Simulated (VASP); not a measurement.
# SnSe in VASP: further runs, part 3 of 3

VASP 6.6.1.

## 6. Single point, LDA (strain +0.0875 x Voigt [1, -1, 0, 0, 0, 0])

INCAR reads:

```
SYSTEM = SnSe
ALGO     = Normal         ! electronic algorithm
EDIFF    = 1E-6           ! SCF threshold, eV
ENCUT    = 500            ! plane-wave cutoff, eV
GGA_COMPAT= .False.      
ISIF     = 2              ! what is computed and relaxed
ISMEAR   = 0              ! smearing method
LASPH    = .True.         ! aspherical terms in the spheres
LCHARG   = .False.        ! write CHGCAR
LREAL    = .False.        ! projectors in reciprocal space
LWAVE    = .False.        ! write WAVECAR
NBANDS   = 28             ! bands
NELM     = 120            ! most SCF steps
PREC     = Accurate       ! precision mode
SIGMA    = 0.05           ! smearing width, eV
```

KPOINTS reads:

```
k-points
0
Gamma
  6 6 4
  0 0 0
```

POSCAR reads:

```
SnSe
1.0
    4.5565150950      0.0000000000      0.0000000000
    0.0000000000      3.8232827808      0.0000000000
    0.0000000000      0.0000000000     10.9796229414
Sn Se
2 2
Direct
    0.5000000000      0.0000000000      0.3781633338
    0.0000000000      0.5000000000      0.6218366662
    0.5000000000      0.0000000000      0.6217782129
    0.0000000000      0.5000000000      0.3782217871
```

Potentials or basis: VASP PAW LDA potentials, release 64 (Sn_d, Se).

On the command line:

```
$ cat potpaw_LDA.64/Sn_d/POTCAR potpaw_LDA.64/Se/POTCAR > POTCAR
$ mpirun -np 1 vasp_std > vasp.out
```

OUTCAR:

```text
SYSTEM = SnSe
   EDIFF = 1E-6
   ENCUT = 500
   ISIF = 2
   ISMEAR = 0
   LASPH = .True.
   LREAL = .False.
   NELM = 120
   PREC = Accurate

 ion  position               nearest neighbor table
   1  0.500  0.000  0.378-   3 2.67   4 2.97   4 2.97   4 2.97   4 2.97
   2  0.000  0.500  0.622-   4 2.67   3 2.97   3 2.97   3 2.97   3 2.97
   3  0.500  0.000  0.622-   1 2.67   2 2.97   2 2.97   2 2.97   2 2.97
   4  0.000  0.500  0.378-   2 2.67   1 2.97   1 2.97   1 2.97   1 2.97

  LATTYP: Found a simple orthorhombic cell.
 ALAT       =     3.8232827808
 B/A-ratio  =     1.1917808219
 C/A-ratio  =     2.8717789321

  Lattice vectors:

 A1 = (   0.0000000000,  -3.8232827808,   0.0000000000)
 A2 = (   4.5565150950,   0.0000000000,   0.0000000000)
 A3 = (   0.0000000000,   0.0000000000,  10.9796229414)

Analysis of symmetry for initial positions (statically):
=====================================================================
 Subroutine PRICEL returns:
 Original cell was already a primitive cell.

 Routine SETGRP: Setting up the symmetry group for a
 simple orthorhombic supercell.

 Subroutine GETGRP returns: Found  8 space group operations
 (whereof  4 operations were pure point group operations)
[... 167 lines left out ...]
  free energy    TOTEN  =       -18.30870785 eV

  energy without entropy =      -18.30870734  energy(sigma->0) =      -18.30870759

 E-fermi :   1.3931     XC(G=0):  -6.3788

 val. band max:        1.2465809902   @ k =   0.5000   0.0000   0.0000
 cond. band min:       1.5401735185   @ k =   0.0000   0.5000   0.0000
 fundamental gap:      0.2935925282
 Fermi energy:         1.3931105908

 k-point     1 :       0.0000    0.0000    0.0000
  band No.  band energies     occupation
      1     -20.2714      2.00000
      2     -20.2555      2.00000
      3     -20.2432      2.00000
      4     -20.2351      2.00000
      5     -20.2251      2.00000
      6     -20.2124      2.00000
[... 733 lines left out ...]
     27       6.7346      0.00000
     28       6.7346      0.00000

 [... further k-points ...]
[... 5 lines left out ...]
  --------------------------------------------------------------------------------------
  -------------------------------------------------------------------------------------
  Total       -1.9011017      2.3052957     -0.3610753      0.0000000      0.0000000      0.0000000
  in kB      -15.9242603     19.3099236     -3.0244867      0.0000000      0.0000000      0.0000000
  external PRESSURE =       0.1203922 kB  Pullay stress =       0.0000000 kB

 VOLUME and BASIS-vectors are now :
 -----------------------------------------------------------------------------
  energy-cutoff  :      500.00
  volume of cell :      191.27
      direct lattice vectors                 reciprocal lattice vectors
     4.556515095  0.000000000  0.000000000     0.219465969  0.000000000  0.000000000
     0.000000000  3.823282781  0.000000000     0.000000000  0.261555333  0.000000000
     0.000000000  0.000000000 10.979622941     0.000000000  0.000000000  0.091077809

 POSITION                                       TOTAL-FORCE (eV/Angst)
 -----------------------------------------------------------------------------------
      2.27826      0.00000      4.15209         0.000000      0.000000      0.054593
      0.00000      1.91164      6.82753         0.000000      0.000000     -0.054593
      2.27826      0.00000      6.82689         0.000000      0.000000     -0.070509
      0.00000      1.91164      4.15273         0.000000      0.000000      0.070509
 -----------------------------------------------------------------------------------
    total drift:                                0.000000      0.000000      0.000000

  FREE ENERGIE OF THE ION-ELECTRON SYSTEM (eV)
  ---------------------------------------------------
  free  energy   TOTEN  =       -18.3087078484 eV

  energy  without entropy=      -18.3087073399  energy(sigma->0) =      -18.30870759
```

OSZICAR:

```text
N       E                     dE             d eps       ncg     rms          rms(c)
DAV:   1     0.344898697298E+03    0.34490E+03   -0.18537E+04  2780   0.145E+03
DAV:   2     0.300213365343E+02   -0.31488E+03   -0.30643E+03  2852   0.366E+02
DAV:   3    -0.165666901723E+02   -0.46588E+02   -0.45742E+02  3372   0.148E+02
DAV:   4    -0.187593579214E+02   -0.21927E+01   -0.21835E+01  3232   0.340E+01
DAV:   5    -0.188204406624E+02   -0.61083E-01   -0.61067E-01  3564   0.600E+00    0.501E+00
DAV:   6    -0.183607874523E+02    0.45965E+00   -0.96194E-01  3624   0.530E+00    0.314E+00
DAV:   7    -0.183227032257E+02    0.38084E-01   -0.27551E-01  3372   0.207E+00    0.113E+00
DAV:   8    -0.183097413664E+02    0.12962E-01   -0.32183E-02  3304   0.115E+00    0.248E-01
DAV:   9    -0.183063719389E+02    0.33694E-02   -0.56785E-03  3236   0.434E-01    0.118E-01
DAV:  10    -0.183062326619E+02    0.13928E-03   -0.19846E-03  2904   0.186E-01    0.575E-02
DAV:  11    -0.183072935216E+02   -0.10609E-02   -0.13894E-03  2852   0.122E-01    0.592E-02
DAV:  12    -0.183085084957E+02   -0.12150E-02   -0.47599E-04  3264   0.830E-02    0.227E-02
DAV:  13    -0.183086246133E+02   -0.11612E-03   -0.46537E-05  3196   0.359E-02    0.136E-02
DAV:  14    -0.183087014703E+02   -0.76857E-04   -0.20426E-05  2556   0.139E-02    0.500E-03
DAV:  15    -0.183087055565E+02   -0.40862E-05   -0.12528E-06  2640   0.689E-03    0.140E-03
DAV:  16    -0.183087078098E+02   -0.22533E-05   -0.79692E-07  2304   0.371E-03    0.153E-03
DAV:  17    -0.183087078484E+02   -0.38602E-07   -0.82554E-08  2164   0.200E-03
   1 F= -.18308708E+02 E0= -.18308708E+02  d E =-.508484E-06
```

stdout:

```text
POSCAR found type information on POSCAR SnSe
 POSCAR found :  2 types and       4 ions
 scaLAPACK will be used
 LDA part: xc-table for (Slater(with rela. corr.)+CA(PZ))
 , standard interpolation
 POSCAR, INCAR and KPOINTS ok, starting setup
 FFT: planning ... GRIDC
 FFT: planning ... GRID_SOFT
 FFT: planning ... GRID
 WAVECAR not read
 entering main loop
```

It took 2.1 min on 1 thread of Intel Xeon 6975P-C (Granite Rapids), shared host; peak memory 0.36 GiB.

Results:

```
Free energy            : -18.3087 eV
Largest force          : 0.071 eV/Å
Band gap on the k mesh : 0.29 eV, indirect (least direct gap 1.40 eV)
```

Forces on the atoms (eV/Å):
```
Sn   0.000  0.000  0.055
Sn   0.000  0.000 -0.055
Se   0.000  0.000 -0.071
Se   0.000  0.000  0.071
```

Levels at points of the mesh, in eV from the valence-band top:
```csv
k point,band 18,band 19,band 20,band 21,band 22,band 23
"(0.00, 0.00, 0.00)",-2.56,-1.42,-1.03,1.13,3.34,3.59
"(0.50, 0.00, 0.00)",-1.34,0.00,0.00,1.75,1.75,2.31
"(0.00, 0.50, 0.00)",-2.40,-1.16,-1.16,0.29,0.29,1.02
"(0.50, 0.50, 0.00)",-4.00,-2.14,-2.14,3.26,3.26,4.07
"(0.00, 0.00, 0.50)",-2.56,-1.42,-1.03,1.00,3.59,4.32
"(0.50, 0.00, 0.50)",-1.34,0.00,0.00,1.75,1.75,2.25
"(0.00, 0.50, 0.50)",-2.40,-1.16,-1.16,0.29,0.29,1.02
"(0.50, 0.50, 0.50)",-4.00,-2.14,-2.14,3.23,3.23,4.09
```

Caveat: the cell differs from its parent crystal (strain +0.0875 x Voigt [1, -1, 0, 0, 0, 0]); spin-orbit coupling is left out, which moves the levels of the heavy elements.

## 7. Single point, LDA (strain +0.0625 x Voigt [1, -1, 0, 0, 0, 0])

INCAR reads:

```
PREC     = Accurate       # precision mode
ENCUT    = 500            # plane-wave cutoff, eV
EDIFF    = 1E-6           # SCF threshold, eV
ISMEAR   = 0              # smearing method
SIGMA    = 0.05           # smearing width, eV
LREAL    = False          # projectors in reciprocal space
LASPH    = True           # aspherical terms in the spheres
NELM     = 120            # most SCF steps
ALGO     = Normal         # electronic algorithm
ISIF     = 2              # what is computed and relaxed
LWAVE    = False          # write WAVECAR
LCHARG   = False          # write CHGCAR
GGA      = CA             # functional
NBANDS   = 28             # bands
GGA_COMPAT= False
```

KPOINTS reads:

```
Automatic mesh
0
Gamma
  6 6 4
```

Changes to POSCAR since step 6:

```diff
@@ -2,4 +2,4 @@
 1.0
-    4.5565150950      0.0000000000      0.0000000000
-    0.0000000000      3.8232827808      0.0000000000
+    4.4517676215      0.0000000000      0.0000000000
+    0.0000000000      3.9280302543      0.0000000000
     0.0000000000      0.0000000000     10.9796229414
```

On the command line:

```
$ cat potpaw_LDA.64/Sn_d/POTCAR potpaw_LDA.64/Se/POTCAR > POTCAR
$ mpirun -np 1 vasp_std > vasp.out
```

Run time: 2 min. Hardware: 1 thread of Intel Xeon 6975P-C (Granite Rapids), shared host; peak memory 0.34 GiB.

It converged, with:

```
Free energy            : -18.3995 eV
Largest force          : 0.027 eV/Å
Band gap on the k mesh : 0.63 eV, indirect (least direct gap 1.39 eV)
```

Forces on the atoms (eV/Å):
```
Sn   0.000  0.000  0.015
Sn   0.000  0.000 -0.015
Se   0.000  0.000 -0.027
Se   0.000  0.000  0.027
```

Levels at points of the mesh, in eV from the valence-band top:
| k point | band 17 | band 18 | band 19 | band 20 | band 21 | band 22 | band 23 | band 24 |
| --- | --- | --- | --- | --- | --- | --- | --- | --- |
| (0.00, 0.00, 0.00) | -2.81 | -2.79 | -1.62 | -0.89 | 1.27 | 3.45 | 3.49 | 4.47 |
| (0.50, 0.00, 0.00) | -1.48 | -1.48 | 0.00 | 0.00 | 1.69 | 1.69 | 2.33 | 2.33 |
| (0.00, 0.50, 0.00) | -2.23 | -2.23 | -0.87 | -0.87 | 0.63 | 0.63 | 1.24 | 1.24 |
| (0.50, 0.50, 0.00) | -3.91 | -3.91 | -2.08 | -2.08 | 3.32 | 3.32 | 4.19 | 4.19 |
| (0.00, 0.00, 0.50) | -2.81 | -2.79 | -1.62 | -0.89 | 1.14 | 3.49 | 4.46 | 4.47 |
| (0.50, 0.00, 0.50) | -1.48 | -1.48 | 0.00 | 0.00 | 1.70 | 1.70 | 2.33 | 2.33 |
| (0.00, 0.50, 0.50) | -2.23 | -2.23 | -0.87 | -0.87 | 0.63 | 0.63 | 1.24 | 1.24 |
| (0.50, 0.50, 0.50) | -3.91 | -3.91 | -2.08 | -2.08 | 3.29 | 3.29 | 4.22 | 4.22 |

Caveat: the cell differs from its parent crystal (strain +0.0625 x Voigt [1, -1, 0, 0, 0, 0]); spin-orbit coupling is left out, which moves the levels of the heavy elements.

## 8. Overview

```csv
cell,gap on the mesh (eV),largest force (eV/Å)
"a = 3.980, b = 4.399, c = 10.980 Å, 4 atoms",0.81,0.01
"a = 4.347, b = 4.033, c = 10.980 Å, 4 atoms",1.00,0.01
"a = 3.771, b = 4.609, c = 10.980 Å, 4 atoms",0.14,0.09
"a = 4.504, b = 3.876, c = 10.980 Å, 4 atoms",0.46,0.05
"a = 4.557, b = 3.823, c = 10.980 Å, 4 atoms",0.29,0.07
"a = 4.452, b = 3.928, c = 10.980 Å, 4 atoms",0.63,0.03
```

Alike in all rows: task single point; level LDA; potentials or basis VASP PAW LDA potentials, release 64 (Sn_d, Se); no spin polarisation; k mesh 6 × 6 × 4; cutoff (eV) 500; smearing gaussian 0.05 eV.

Caveats: spin-orbit coupling is left out, which moves the levels of the heavy elements.

Total energies depend on the potentials used, so only differences within one code and one set of settings carry meaning.
